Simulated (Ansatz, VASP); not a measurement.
# BAs in VASP and in Ansatz

INCAR

```
PREC     = Accurate       # precision mode
ENCUT    = 600            # plane-wave cutoff, eV
EDIFF    = 1E-6           # SCF threshold, eV
ISMEAR   = -1             # smearing method
SIGMA    = 0.05           # smearing width, eV
LREAL    = F              # projectors in reciprocal space
LASPH    = T              # aspherical terms in the spheres
NELM     = 100            # most SCF steps
ALGO     = Normal         # electronic algorithm
ISIF     = 3              # what is computed and relaxed
LWAVE    = F              # write WAVECAR
LCHARG   = F              # write CHGCAR
GGA      = B5             # functional
ALDAX    = 1.0          
AGGAX    = 1.0          
AGGAC    = 1.0          
ALDAC    = 0.0          
IVDW     = 12             # dispersion correction
VDW_S6   = 1.0          
VDW_S8   = 2.6996       
VDW_A1   = 0.4298       
VDW_A2   = 4.2359       
IBRION   = 2              # ionic algorithm
NSW      = 60             # ionic steps
EDIFFG   = -0.01          # ionic threshold
```

File KPOINTS:

```
Automatic mesh
0
Gamma
  10 10 10
```

The input POSCAR:

```
BAs
1.0
    0.0000000000      2.3885000000      2.3885000000
    2.3885000000      0.0000000000      2.3885000000
    2.3885000000      2.3885000000      0.0000000000
As B
1 1
Direct
    0.7500000000      0.7500000000      0.7500000000
    0.0000000000      0.0000000000      0.0000000000
```

input.yaml

```yaml
crystal:
  lattice:
    - [0.0, 2.3885, 2.3885]
    - [2.3885, 0.0, 2.3885]
    - [2.3885, 2.3885, 0.0]
  atoms:
    - { symbol: As, position: [0.75, 0.75, 0.75] }
    - { symbol: B, position: [0.0, 0.0, 0.0] }
hamiltonian:
  xc: blyp
  pseudopotentials: { kind: paw }
  dispersion: d3bj
kpoints:
  mp_grid: { grid: [10, 10, 10] }
scf:
  occupations: { method: fermi_dirac, width: 0.05 }
output:
  forces: true
  stress: true
  eigenvalues: true
relax:
  f_tol: 0.01
  max_steps: 40
  cell: { stress_tol: 0.05 }
```

Alike in both runs: task relaxation of cell and atoms; functional BLYP; dispersion D3(BJ); k mesh 10 × 10 × 10; occupations fermi-dirac, width 0.05 eV; no spin polarisation.

|  | VASP | Ansatz |
| --- | --- | --- |
| version | VASP 6.6.1 | Ansatz 0.2.0 |
| potentials or method | VASP PAW PBE potentials, release 64 (As, B) | Ansatz PAW |
| plane-wave cutoff (eV) | 600 | 420 |
| valence electrons in the cell | 8 | 18 |

```tsv
	VASP	Ansatz	Ansatz less VASP
gap on the k mesh at the Fermi level, each at its own relaxed structure (eV)	1.41	1.41	-0.001
relaxed volume (Å³/atom)	13.65	13.55	-0.100
relaxed cell length with the largest relative difference (Å)	3.380	3.372	-0.0083
```

VASP's potentials were made for PBE, not for BLYP. VASP's potentials hold 8 valence electrons a cell and Ansatz's 18, so a difference there can come from the potentials and not from the codes.

Noted on Ansatz's run: the plane-wave basis is chosen anew once the cell has moved, so the energies of steps on either side of that aren't comparable.
